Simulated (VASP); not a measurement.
A run of VASP 6.6.1 is set up as follows.

The input INCAR:

```
SYSTEM = Pd
  PREC = Accurate
  ENCUT = 500
  EDIFF = 1E-6
  ISMEAR = -1
  SIGMA = 0.05
  LREAL = .False.
  LASPH = .True.
  NELM = 120
  ALGO = Normal
  ISIF = 2
  LWAVE = .False.
  LCHARG = .True.
  GGA = CA
  LELF = .True.
  LVHAR = .True.
  NBANDS = 17
  GGA_COMPAT = .False.
```

Contents of KPOINTS:

```
regular mesh
0
Gamma
  9 9 5
  0 0 0
```

File POSCAR:

```
Pd
1.0
    2.6928401959      0.0000000000      0.0000000000
   -1.3464200980      2.3320680180      0.0000000000
    0.0000000000      0.0000000000      4.5258792099
Pd
2
Direct
    0.3333333333      0.6666666667      0.2500000000
    0.6666666667      0.3333333333      0.7500000000
```

Potentials or basis: VASP PAW LDA potentials, release 64 (Pd).

Command:

```console
$ cat potpaw_LDA.64/Pd/POTCAR > POTCAR
$ mpirun -np 1 vasp_std > vasp.out
```

Q: What does it give for the pressure?

A: 0.3 GPa.

Q: Estimate the band gap on the k mesh.

A: Zero (band 10 reaches 10.42 eV, above the bottom of band 11 at 9.67 eV).

Stress tensor (GPa, compression positive):
```
0.36 0.00 0.00
0.00 0.36 0.00
0.00 0.00 0.27
```
